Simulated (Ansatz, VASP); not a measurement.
**Two plane-wave programs on CuP**

POSCAR

```
CuP
1.0
    0.0000000000      2.4238093496      2.4238093496
    2.4238093496      0.0000000000      2.4238093496
    2.4238093496      2.4238093496      0.0000000000
Cu P
1 1
Direct
    0.5000000000      0.5000000000      0.5000000000
    0.0000000000      0.0000000000      0.0000000000
```

File INCAR.step1:

```
SYSTEM = CuP
ALGO = Normal ; EDIFF = 1E-4
ENCUT = 520 ; GGA = PE
ISMEAR = 0 ; LASPH = .True.
LCHARG = .False. ; LREAL = .False.
LWAVE = .True. ; NBANDS = 15
NELM = 60 ; PREC = Accurate
SIGMA = 0.05
```

INCAR.step2

```
SYSTEM = CuP
ALGO = Normal ; EDIFF = 1E-7
ENCUT = 520 ; ISIF = 2
ISMEAR = 0 ; ISTART = 1
LASPH = .True. ; LCHARG = .False.
LMIXTAU = .True. ; LREAL = .False.
LWAVE = .False. ; METAGGA = R2SCAN
NBANDS = 15 ; NELM = 60
PREC = Accurate ; SIGMA = 0.05
```

File KPOINTS:

```
k-points
0
Gamma
  12 12 12
  0 0 0
```

Input for Ansatz:

```yaml
crystal:
  lattice:
    - [0.0, 2.4238093496, 2.4238093496]
    - [2.4238093496, 0.0, 2.4238093496]
    - [2.4238093496, 2.4238093496, 0.0]
  atoms:
    - { symbol: Cu, position: [0.5, 0.5, 0.5] }
    - { symbol: P, position: [0.0, 0.0, 0.0] }
basis:
  ecutwfc: 500
  ecutrho_ratio: 4
kpoints:
  mp_grid: { grid: [12, 12, 12] }
hamiltonian:
  xc: r2scan
scf:
  occupations: { method: gaussian, width: 0.05 }
output:
  forces: true
  stress: true
  eigenvalues: true
```

Alike in both runs: task single point; functional r2SCAN; k mesh 12 × 12 × 12; occupations gaussian, width 0.05 eV; no spin polarisation.

```csv
,VASP,Ansatz
version,VASP 6.6.1,Ansatz 0.2.0
potentials or method,"VASP PAW PBE potentials, release 64 (Cu, P), cutoff 520 eV","scalar-relativistic, plane waves, PAW"
valence electrons in the cell,16,24
```

VASP gave:

```
gap on the k mesh at the Fermi level (eV) : none
pressure (GPa)                            : -2.2
```

Q: Which values does Ansatz return?

A: gap on the k mesh at the Fermi level (eV): none; pressure (GPa): -2.3.

VASP's potentials were made for PBE, not for r2SCAN. A gap of «none» marks a metal or a gap that the smearing closes. The functional is the same, so the differences come from potentials, cutoffs and numerics. VASP's potentials hold 16 valence electrons a cell and Ansatz's 24, so a difference there can come from the potentials and not from the codes.
